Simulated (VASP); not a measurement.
# Li4Ru (I4/m) in VASP: a series of runs

Li4Ru is run at these levels: PBE; tasks: single point, relaxation of cell and atoms.

Everything below comes from runs of VASP 6.6.1. Logs are shortened: lines on timing, memory, paths and dates and some standing lists are left out, and cuts for length are marked.

## Step 1: The cell of the first run

The structure is tetragonal, space group I4/m (No. 87). Conventional cell: a = 5.481 Å, b = 5.481 Å, c = 3.417 Å, α = 90.00°, β = 90.00°, γ = 90.00°. Li (site symmetry m) has 9 Li at 2.43 to 2.45 Å and 3 Ru at 2.43 to 2.45 Å within 3.2 Å. Ru (site symmetry 4/m) has 12 Li at 2.43 to 2.45 Å within 3.2 Å.

## Step 2: Single point, PBE

Input file INCAR:

```
  PREC = Accurate
  ENCUT = 520
  EDIFF = 1E-7
  ISMEAR = 0
  SIGMA = 0.1
  LREAL = F
  LASPH = T
  NELM = 100
  ALGO = Normal
  ISIF = 2
  LWAVE = F
  LCHARG = F
  GGA = PE
  NBANDS = 21
```

Input file KPOINTS:

```
regular mesh
0
Gamma
  6 6 6
```

Input file POSCAR:

```
Li4Ru
1.0
   -2.7404861400      2.7404861400      1.7085306100
    2.7404861400     -2.7404861400      1.7085306100
    2.7404861400      2.7404861400     -1.7085306100
Li Ru
4 1
Direct
    0.6000000200      0.2000000000      0.8000000100
    0.8000000000      0.6000000200      0.4000000200
    0.3999999800      0.8000000000      0.1999999900
    0.2000000000      0.3999999800      0.5999999800
    0.0000000000      0.0000000000      0.0000000000
```

Potentials or basis: VASP PAW PBE potentials, release 64 (Li_sv, Ru_pv).

Command:

```sh
cat potpaw_PBE.64/Li_sv/POTCAR potpaw_PBE.64/Ru_pv/POTCAR > POTCAR
mpirun -np 1 vasp_std > vasp.out
```

OUTCAR:

```text
PREC = Accurate
   ENCUT = 520
   EDIFF = 1E-7
   ISMEAR = 0
   LREAL = F
   LASPH = T
   NELM = 100
   ISIF = 2
   GGA = PE

 ion  position               nearest neighbor table
   1  0.600  0.200  0.800-   3 2.43   3 2.43   2 2.43   5 2.43   4 2.43   2 2.43   5 2.43   4 2.43
                             5 2.45   3 2.45   4 2.45   2 2.45
   2  0.800  0.600  0.400-   4 2.43   4 2.43   1 2.43   5 2.43   5 2.43   3 2.43   1 2.43   3 2.43
                             5 2.45   3 2.45   1 2.45   4 2.45
   3  0.400  0.800  0.200-   1 2.43   1 2.43   4 2.43   5 2.43   2 2.43   4 2.43   5 2.43   2 2.43
                             5 2.45   1 2.45   2 2.45   4 2.45
   4  0.200  0.400  0.600-   2 2.43   2 2.43   3 2.43   5 2.43   5 2.43   1 2.43   3 2.43   1 2.43
                             5 2.45   1 2.45   3 2.45   2 2.45
   5  0.000  0.000  0.000-   2 2.43   4 2.43   2 2.43   4 2.43   1 2.43   3 2.43   3 2.43   1 2.43
                             2 2.45   4 2.45   3 2.45   1 2.45

  LATTYP: Found a body centered tetragonal cell.
 ALAT       =     5.4809722800
 C/A-ratio  =     0.6234407046

  Lattice vectors:

 A1 = (  -2.7404861400,   2.7404861400,   1.7085306100)
 A2 = (   2.7404861400,  -2.7404861400,   1.7085306100)
 A3 = (   2.7404861400,   2.7404861400,  -1.7085306100)

Analysis of symmetry for initial positions (statically):
=====================================================================
 Subroutine PRICEL returns:
 Original cell was already a primitive cell.

 Routine SETGRP: Setting up the symmetry group for a
 body centered tetragonal supercell.

 Subroutine GETGRP returns: Found  8 space group operations
 (whereof  8 operations were pure point group operations)
 out of a pool of 16 trial point group operations.

The static configuration has the point symmetry C_4h.

Analysis of symmetry for dynamics (positions and initial velocities):
=====================================================================
 Subroutine PRICEL returns:
 Original cell was already a primitive cell.

 Routine SETGRP: Setting up the symmetry group for a
 body centered tetragonal supercell.

 Subroutine GETGRP returns: Found  8 space group operations
 (whereof  8 operations were pure point group operations)
 out of a pool of 16 trial point group operations.

The dynamic configuration has the point symmetry C_4h.

 Subroutine INISYM returns: Found  8 space group operations
 (whereof  8 operations are pure point group operations),
 and found     1 'primitive' translations

----------------------------------------------------------------------------------------

                                     Primitive cell

  volume of cell :      51.3261

  direct lattice vectors                    reciprocal lattice vectors
    -2.740486140  2.740486140  1.708530610     0.000000000  0.182449381  0.292649132
     2.740486140 -2.740486140  1.708530610     0.182449381  0.000000000  0.292649132
     2.740486140  2.740486140 -1.708530610     0.182449381  0.182449381  0.000000000

  length of vectors
     4.235517136  4.235517136  4.235517136     0.344864163  0.344864163  0.258022389

  position of ions in fractional coordinates (direct lattice)
     0.600000020  0.200000000  0.800000010
     0.800000000  0.600000020  0.400000020
     0.399999980  0.800000000  0.199999990
     0.200000000  0.399999980  0.599999980
     0.000000000  0.000000000  0.000000000

  ion indices of the primitive-cell ions
   primitive index   ion index
                 1           1
                 2           2
                 3           3
                 4           4
                 5           5

----------------------------------------------------------------------------------------

 KPOINTS: regular mesh

Automatic generation of k-mesh.
 Grid dimensions read from file:
 generate k-points for:    6    6    6

 Generating k-lattice:

  Cartesian coordinates                     Fractional coordinates (reciprocal lattice)
     0.000000000  0.030408230  0.048774855     0.166666667  0.000000000  0.000000000
     0.030408230  0.000000000  0.048774855     0.000000000  0.166666667  0.000000000
     0.030408230  0.030408230  0.000000000     0.000000000  0.000000000  0.166666667

  Length of vectors
     0.057477361  0.057477361  0.043003732

  Shift w.r.t. Gamma in fractional coordinates (k-lattice)
     0.000000000  0.000000000  0.000000000

 Subroutine IBZKPT returns following result:
 ===========================================

 Found     36 irreducible k-points:

 Following reciprocal coordinates:
            Coordinates               Weight
  0.000000  0.000000  0.000000      1.000000
  0.166667  0.000000 -0.000000      8.000000
  0.333333  0.000000 -0.000000      8.000000
  0.500000  0.000000 -0.000000      4.000000
  0.166667  0.166667 -0.000000      8.000000
  0.333333  0.166667 -0.000000      8.000000
[... 16 lines left out ...]
 -0.333333  0.333333 -0.166667      4.000000
 -0.166667  0.333333  0.166667      8.000000
 [... further k-points ...]
   k-points           NKPTS =     36   k-points in BZ     NKDIM =     36   number of bands    NBANDS=     21
   number of dos      NEDOS =    301   number of ions     NIONS =      5
   total plane-waves  NPLWV =  32768
   dimension x,y,z NGX =    32 NGY =   32 NGZ =   32
   dimension x,y,z NGXF=    64 NGYF=   64 NGZF=   64
   ions per type =               4   1
   NGX,Y,Z   is equivalent  to a cutoff of  12.56, 12.56, 12.56 a.u.
   NGXF,Y,Z  is equivalent  to a cutoff of  25.12, 25.12, 25.12 a.u.
 SYSTEM =  unknown system
   PREC   = accura    normal or accurate (medium, high low for compatibility)
   ISTART =      0    job   : 0-new  1-cont  2-samecut
   ICHARG =      2    charge: 1-file 2-atom 10-const
   ISPIN  =      1    spin polarized calculation?
   LNONCOLLINEAR =      F non collinear calculations
   LSORBIT =      F    spin-orbit coupling
   LASPH  =      T    aspherical Exc in radial PAW
   ENCUT  =  520.0 eV  38.22 Ry    6.18 a.u.   7.88  7.88  7.88*2*pi/ulx,y,z
   NELM   =    100;   NELMIN=  2; NELMDL= -5     # of ELM steps
   EDIFF  = 0.1E-06   stopping-criterion for ELM
   LREAL  =      F    real-space projection
   EDIFFG = 0.1E-05   stopping-criterion for IOM
   NSW    =      0    number of steps for IOM
   IBRION =     -1    ionic relax: 0-MD 1-quasi-New 2-CG
   NFREE  =      0    steps in history (QN), initial steepest desc. (CG)
   ISIF   =      2    stress and relaxation
   ISYM   =      2    0-nonsym 1-usesym 2-fastsym
   POTIM  = 0.5000    time-step for ionic-motion
   TEBEG  =    0.0;   TEEND  =   0.0 temperature during run
   PSTRESS=    0.0 pullay stress
   NELECT =      26.0000    total number of electrons
   NUPDOWN=      -1.0000    fix difference up-down
   EMIN   =  10.00;   EMAX   =-10.00  energy-range for DOS
   EFERMI =   0.00;   METHOD = LEGACY
   ISMEAR =     0;   SIGMA  =   0.10  broadening in eV -4-tet -1-fermi 0-gaus
   EFERMI_NEDOS =   21; number of points for ismear=-14 and -15
   IALGO  =     38    algorithm
   IMIX   =      4    mixing-type and parameters
     AMIX     =   0.40;   BMIX     =  1.00
     AMIX_MAG =   1.60;   BMIX_MAG =  1.00
  volume/ion in A,a.u.               =      10.27        69.27
  Fermi-wavevector in a.u.,A,eV,Ry     =   1.305028  2.466146 23.172070  1.703099
  Thomas-Fermi vector in A             =   2.435925
   LORBIT       =      0    0 simple, 1 ext, 2 COOP (PROOUT), +10 PAW based schemes
   GGA     = PE    functional components
   LHFCALC =     F    Hartree Fock is set to
   AEXX    =    0.0000 exact exchange contribution
   IVDW    =     0    specifies the selected vdW correction
   LEPSILON=     F    determine dielectric tensor
   LRPA    =     F    only Hartree local field effects (RPA)
 non-spin polarized calculation
 Gauss-broadening in eV      SIGMA  =   0.10
  energy-cutoff  :      520.00
  volume of cell :       51.33
 maximum number of plane-waves:      1398
   NGX = 15   NGY = 15   NGZ = 15

 number of electron      26.0000012 magnetization

 Free energy of the ion-electron system (eV)
  ---------------------------------------------------
  ext. energy  EPLUGINS =         0.00000000
  ---------------------------------------------------
  free energy    TOTEN  =       -14.26251920 eV

  energy without entropy =      -14.25365351  energy(sigma->0) =      -14.25808635

 E-fermi :   5.3094     XC(G=0): -10.4548

 val. band max:        5.3041147216   @ k =   0.5000   0.3333  -0.0000
 cond. band min:       5.3853727551   @ k =  -0.1667  -0.3333   0.0000
 fundamental gap:      0.0812580334
 Fermi energy:         5.3093946182

 k-point     1 :       0.0000    0.0000    0.0000
  band No.  band energies     occupation
      1     -39.7208      2.00000
      2     -39.5144      2.00000
      3     -39.5144      2.00000
      4     -39.5118      2.00000
      5     -35.6810      2.00000
      6     -35.6564      2.00000
[... 13 lines left out ...]
     20      15.8919      0.00000
     21      16.0380      0.00000

 k-point     2 :       0.1667    0.0000   -0.0000
  band No.  band energies     occupation
      1     -39.7044      2.00000
      2     -39.5308      2.00000
      3     -39.5195      2.00000
      4     -39.5074      2.00000
      5     -35.6896      2.00000
      6     -35.6561      2.00000
[... 13 lines left out ...]
     20      14.4694      0.00000
     21      15.3412      0.00000

 k-point     3 :       0.3333    0.0000   -0.0000
  band No.  band energies     occupation
      1     -39.6591      2.00000
      2     -39.5479      2.00000
      3     -39.5376      2.00000
      4     -39.5193      2.00000
      5     -35.7068      2.00000
      6     -35.6554      2.00000
[... 13 lines left out ...]
     20      14.8741      0.00000
     21      15.5542      0.00000
[... 457 lines left out ...]
 k-point    23 :      -0.3333    0.3333   -0.1667
  band No.  band energies     occupation
      1     -39.6804      2.00000
      2     -39.5749      2.00000
      3     -39.5209      2.00000
      4     -39.4958      2.00000
      5     -35.6818      2.00000
      6     -35.6553      2.00000
[... 13 lines left out ...]
     20      14.7412      0.00000
     21      17.0049      0.00000

 k-point    24 :      -0.1667    0.3333    0.1667
  band No.  band energies     occupation
      1     -39.6711      2.00000
      2     -39.5622      2.00000
      3     -39.5307      2.00000
      4     -39.5062      2.00000
      5     -35.6903      2.00000
      6     -35.6522      2.00000
[... 13 lines left out ...]
     20      15.4186      0.00000
     21      16.7111      0.00000

 [... further k-points ...]
[... 5 lines left out ...]
  --------------------------------------------------------------------------------------
  -------------------------------------------------------------------------------------
  Total        7.2448232      7.2448232      7.6439990      0.0000001     -0.0000000      0.0000000
  in kB      226.1519829    226.1519829    238.6125196      0.0000019     -0.0000000      0.0000000
  external PRESSURE =     230.3054951 kB  Pullay stress =       0.0000000 kB

 VOLUME and BASIS-vectors are now :
 -----------------------------------------------------------------------------
  energy-cutoff  :      520.00
  volume of cell :       51.33
      direct lattice vectors                 reciprocal lattice vectors
    -2.740486140  2.740486140  1.708530610     0.000000000  0.182449381  0.292649132
     2.740486140 -2.740486140  1.708530610     0.182449381  0.000000000  0.292649132
     2.740486140  2.740486140 -1.708530610     0.182449381  0.182449381  0.000000000

 POSITION                                       TOTAL-FORCE (eV/Angst)
 -----------------------------------------------------------------------------------
      1.09619      3.28858      0.00000         0.084427      0.030797     -0.000000
      0.54810      1.64429      1.70853         0.030797     -0.084427     -0.000000
      1.64429     -0.54810      1.70853        -0.084427     -0.030797      0.000000
      2.19239      1.09619      0.00000        -0.030797      0.084427     -0.000000
      0.00000      0.00000      0.00000        -0.000000      0.000000     -0.000000
 -----------------------------------------------------------------------------------
    total drift:                                0.000000      0.000000      0.000000

  FREE ENERGIE OF THE ION-ELECTRON SYSTEM (eV)
  ---------------------------------------------------
  free  energy   TOTEN  =       -14.2625192011 eV

  energy  without entropy=      -14.2536535066  energy(sigma->0) =      -14.25808635
```

Run time: 48 s. Hardware: 1 thread of Oxide Virtual Turin-like, shared host; peak memory 0.16 GiB.

Results:

- Free energy: -14.2625 eV
- Largest force: 0.090 eV/Å
- Band gap on the k mesh: zero (band 13 reaches 5.99 eV, above the bottom of band 14 at 5.21 eV)

Forces on the atoms (eV/Å):
```
Li   0.084  0.031  0.000
Li   0.031 -0.084  0.000
Li  -0.084 -0.031  0.000
Li  -0.031  0.084  0.000
Ru   0.000  0.000  0.000
```

Levels at points of the mesh, in eV from the Fermi level:
| k point | band 11 | band 12 | band 13 | band 14 | band 15 | band 16 |
| --- | --- | --- | --- | --- | --- | --- |
| (0.00, 0.00, 0.00) | -0.67 | -0.67 | -0.59 | 3.23 | 3.23 | 3.55 |
| (0.50, 0.00, 0.00) | -0.68 | -0.65 | -0.44 | 0.58 | 1.49 | 2.77 |
| (0.50, 0.50, 0.00) | -0.89 | -0.79 | -0.16 | -0.02 | 2.87 | 5.24 |
| (0.50, 0.50, 0.50) | -0.18 | -0.15 | -0.10 | -0.10 | -0.09 | 2.35 |

Caveat: the k points lie up to 0.36 Å⁻¹ apart; the cutoff is under 1.25 times the usual one of these potentials, so pressure, stress and relaxed cells hold a basis-set (Pulay) error.

## Step 3: Single point, PBE

This run uses another cell than the first one, of 14.38 Å³/atom, 1.401 times its volume.

Input file INCAR:

```
ALGO     = Normal         # electronic algorithm
EDIFF    = 1E-6           # SCF threshold, eV
ENCUT    = 520            # plane-wave cutoff, eV
GGA      = PE             # functional
ISIF     = 2              # what is computed and relaxed
ISMEAR   = 0              # smearing method
LASPH    = True           # aspherical terms in the spheres
LCHARG   = False          # write CHGCAR
LREAL    = False          # projectors in reciprocal space
LWAVE    = False          # write WAVECAR
NBANDS   = 21             # bands
NELM     = 80             # most SCF steps
PREC     = Accurate       # precision mode
SIGMA    = 0.1            # smearing width, eV
```

Input file KPOINTS:

```
k-points
0
Gamma
  6 6 6
```

Input file POSCAR:

```
Li4Ru
1.0
   -3.0777944718      3.0777944718      1.8975268642
    3.0777944718     -3.0777944718      1.8975268642
    3.0777944718      3.0777944718     -1.8975268642
Li Ru
4 1
Direct
    0.6076504035      0.2116257625      0.8192761660
    0.7883742375      0.6076504035      0.3960246410
    0.3923495965      0.7883742375      0.1807238340
    0.2116257625      0.3923495965      0.6039753590
    0.0000000000      0.0000000000      0.0000000000
```

Potentials or basis: VASP PAW PBE potentials, release 64 (Li_sv, Ru_pv).

Command:

```sh
cat potpaw_PBE.64/Li_sv/POTCAR potpaw_PBE.64/Ru_pv/POTCAR > POTCAR
mpirun -np 1 vasp_std > vasp.out
```

Run time: 96 s. Hardware: 1 thread of Oxide Virtual Turin-like, shared host; peak memory 0.19 GiB.

It converged, with:

```
Free energy            : -15.4232 eV
Band gap on the k mesh : zero (band 13 reaches 3.37 eV, above the bottom of band 14 at 2.92 eV)
```

Levels at points of the mesh, in eV from the Fermi level:
```csv
k point,band 10,band 11,band 12,band 13,band 14,band 15,band 16,band 17
"(0.00, 0.00, 0.00)",-1.33,-0.40,-0.40,-0.27,2.46,2.46,2.97,4.81
"(0.50, 0.00, 0.00)",-0.67,-0.57,-0.47,-0.29,0.72,0.90,2.17,3.40
"(0.50, 0.50, 0.00)",-1.22,-0.52,-0.47,-0.13,-0.02,2.61,4.29,5.21
"(0.50, 0.50, 0.50)",-0.29,-0.29,-0.18,-0.08,-0.06,-0.06,1.71,3.02
```

Caveat: the cutoff is under 1.25 times the usual one of these potentials, so pressure, stress and relaxed cells hold a basis-set (Pulay) error.

(Continued in part 2 of 2.)
